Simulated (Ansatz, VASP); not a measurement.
**One calculation of Pb, two programs**

File INCAR:

```
PREC = Accurate
ENCUT = 520
EDIFF = 1E-7
ISMEAR = -1
SIGMA = 0.1
LREAL = F
LASPH = T
NELM = 60
ALGO = Normal
ISIF = 2
LWAVE = F
LCHARG = F
GGA = RP
NBANDS = 36
```

KPOINTS

```
regular mesh
0
Gamma
  11 11 3
```

POSCAR

```
Pb
1.0
    3.5721713206      0.0000000000      0.0000000000
   -1.7860856603      3.0935911103      0.0000000000
    0.0000000000      0.0000000000     11.5408125568
Pb
4
Direct
    1.0000000000      0.0000000000      1.0000000000
    0.0000000000      0.0000000000      0.5000000000
    0.3333333333      0.6666666667      0.2500000000
    0.6666666667      0.3333333333      0.7500000000
```

Input for Ansatz:

```yaml
crystal:
  lattice:
    - [3.5721713206, 0.0, 0.0]
    - [-1.7860856603, 3.0935911103, 0.0]
    - [0.0, 0.0, 11.5408125568]
  atoms:
    - { symbol: Pb, position: [1.0, 0.0, 1.0] }
    - { symbol: Pb, position: [0.0, 0.0, 0.5] }
    - { symbol: Pb, position: [0.3333333333, 0.6666666667, 0.25] }
    - { symbol: Pb, position: [0.6666666667, 0.3333333333, 0.75] }
hamiltonian:
  xc: rpbe
  pseudopotentials:
    kind: paw
    azcp:
      Pb: "pseudopotentials/Pb.paw.azcp"
basis:
  ecutwfc: 420
  fft_grid_basis: typed
kpoints:
  mp_grid: { grid: [11, 11, 3], shift: [0, 0, 0] }
magnetization:
  spin_polarized: false
scf:
  occupations: { method: fermi_dirac, width: 0.1 }
  lower_state_search: "off"
output:
  stress: true
```

Alike in both runs: task single point; functional RPBE; k mesh 11 × 11 × 3; occupations fermi-dirac, width 0.1 eV; no spin polarisation.

|  | VASP | Ansatz |
| --- | --- | --- |
| version | VASP 6.6.1 | Ansatz 0.2.0 |
| potentials or method | VASP PAW PBE potentials, release 64 (Pb_d), cutoff 520 eV | plane waves (420 eV) with PAW, scalar-relativistic |
| valence electrons in the cell | 56 | 56 |

```tsv
	VASP	Ansatz	Ansatz less VASP
pressure (GPa)	1.5	1.5	+0.05
traceless stress, the component that is largest in VASP (GPa)	0.25	0.25	+0.005
```

VASP's potentials were made for PBE, not for RPBE.

Neither program's run includes spin-orbit coupling.
